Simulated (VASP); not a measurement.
Write the native input for VASP 6.6.1 that does the following.

| Quantity | Value |
| --- | --- |
| Task | single point |
| Functional | r2SCAN |
| Potentials or basis | VASP PAW PBE potentials, release 64 (Bi_d) |
| Cutoff | 520 eV |
| k mesh | 6 × 6 × 2 |
| Occupations | gaussian, width 0.1 eV |
| Spin | no spin polarisation |
| Dipole correction | no |
| Further INCAR settings | ALGO = Normal; EDIFF = 1e-06; NBANDS = 38 |

Bi:

```xyz
4
Lattice="3.9739 0.0000 0.0000 -1.9869 3.4415 0.0000 0.0000 0.0000 10.8231" Properties=species:S:1:pos:R:3 pbc="T T T"
Bi    0.0000    0.0000    2.7058
Bi    0.0000    0.0000    8.1173
Bi    0.0000    2.2943    8.1173
Bi    1.9869    1.1472    2.7058
```

This isn't the form of Bi at room conditions, which is rhombohedral.

One way to write it, as run:

POSCAR

```
Bi
1.0
    3.9738649959      0.0000000000      0.0000000000
   -1.9869324980      3.4414680376      0.0000000000
    0.0000000000      0.0000000000     10.8231282409
Bi
4
Direct
    0.0000000000      0.0000000000      0.2500000000
    0.0000000000      0.0000000000      0.7500000000
    0.3333333333      0.6666666667      0.7500000000
    0.6666666667      0.3333333333      0.2500000000
```

INCAR.step1

```
SYSTEM = Bi
ALGO = Normal ; EDIFF = 1E-4
ENCUT = 520 ; GGA = PE
ISMEAR = 0 ; LASPH = .True.
LCHARG = .False. ; LREAL = .False.
LWAVE = .True. ; NBANDS = 38
NELM = 100 ; PREC = Accurate
SIGMA = 0.1
```

INCAR.step2

```
SYSTEM = Bi
ALGO = Normal ; EDIFF = 1E-6
ENCUT = 520 ; ISIF = 2
ISMEAR = 0 ; ISTART = 1
LASPH = .True. ; LCHARG = .True.
LELF = .True. ; LMIXTAU = .True.
LREAL = .False. ; LVHAR = .True.
LWAVE = .False. ; METAGGA = R2SCAN
NBANDS = 38 ; NELM = 100
PREC = Accurate ; SIGMA = 0.1
```

KPOINTS

```
k-points
0
Gamma
  6 6 2
  0 0 0
```

Potentials or basis: VASP PAW PBE potentials, release 64 (Bi_d).

Launch:

```console
$ cat potpaw_PBE.64/Bi_d/POTCAR > POTCAR
$ cp INCAR.step1 INCAR
$ mpirun -np 1 vasp_std > vasp.out
$ cp INCAR.step2 INCAR
$ mpirun -np 1 vasp_std > vasp.out
```

It gave:

```yaml
Pressure: 72.5 GPa
Band_gap_on_the_k_mesh: zero (bands 30 and 31 overlap by 2.00 eV)
```

Caveat: the stress differs along the axes, from -1 to 109 GPa; the PAW data sets were made with another functional, which shifts forces and pressure a little; spin-orbit coupling is left out, which moves the levels of the heavy elements.

Run time: 6.8 min on 1 thread of Intel Xeon 8259CL (shared host), peak memory 0.3 GiB.
